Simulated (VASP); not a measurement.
A run of VASP 6.6.1 is set up as follows.

POSCAR

```
Al
1.0
    4.5164242545      0.0000028675      0.0000000000
   -2.2582146106      3.9113367049      0.0000000000
    0.0000000000      0.0000000000      2.7238293199
Al
2
Direct
    0.3333333333      0.6666666667      0.5000000000
    0.6666666667      0.3333333333      0.5000000000
```

INCAR.step1

```
SYSTEM = Al
PREC     = Accurate       ! precision mode
ENCUT    = 520            ! plane-wave cutoff, eV
ISMEAR   = -1             ! smearing method
SIGMA    = 0.05           ! smearing width, eV
LREAL    = .False.        ! projectors in reciprocal space
LASPH    = .True.         ! aspherical terms in the spheres
NELM     = 80             ! most SCF steps
NBANDS   = 10             ! bands
GGA      = PE             ! functional
ALGO     = Normal         ! electronic algorithm
EDIFF    = 1E-4           ! SCF threshold, eV
LWAVE    = .True.         ! write WAVECAR
LCHARG   = .False.        ! write CHGCAR
```

File INCAR.step2:

```
SYSTEM = Al
PREC     = Accurate       ! precision mode
ENCUT    = 520            ! plane-wave cutoff, eV
EDIFF    = 1E-6           ! SCF threshold, eV
ISMEAR   = -1             ! smearing method
SIGMA    = 0.05           ! smearing width, eV
LREAL    = .False.        ! projectors in reciprocal space
LASPH    = .True.         ! aspherical terms in the spheres
NELM     = 80             ! most SCF steps
ALGO     = Normal         ! electronic algorithm
ISIF     = 2              ! what is computed and relaxed
LWAVE    = .False.        ! write WAVECAR
LCHARG   = .True.         ! write CHGCAR
METAGGA  = R2SCAN         ! meta-GGA
LMIXTAU  = .True.       
LUSE_VDW = .True.       
IVDW_NL  = 2            
BPARAM   = 11.95        
CPARAM   = 0.0093       
LELF     = .True.         ! ELF
LVHAR    = .True.       
NBANDS   = 10             ! bands
ISTART   = 1
```

Contents of KPOINTS:

```
Automatic mesh
0
Gamma
  7 7 10
  0 0 0
```

Potentials or basis: VASP PAW PBE potentials, release 64 (Al).

Command:

```console
$ cat potpaw_PBE.64/Al/POTCAR > POTCAR
$ cp INCAR.step1 INCAR
$ mpirun -np 1 vasp_std > vasp.out
$ cp INCAR.step2 INCAR
$ mpirun -np 1 vasp_std > vasp.out
```

(1) Estimate the band gap on the k mesh.

(2) What does it give for the pressure?

## Answers

(1) zero (band 3 reaches 6.69 eV, above the bottom of band 4 at 2.96 eV).

(2) -0.2 GPa.

Caveat: the PAW data sets were made with another functional, which shifts forces and pressure a little.
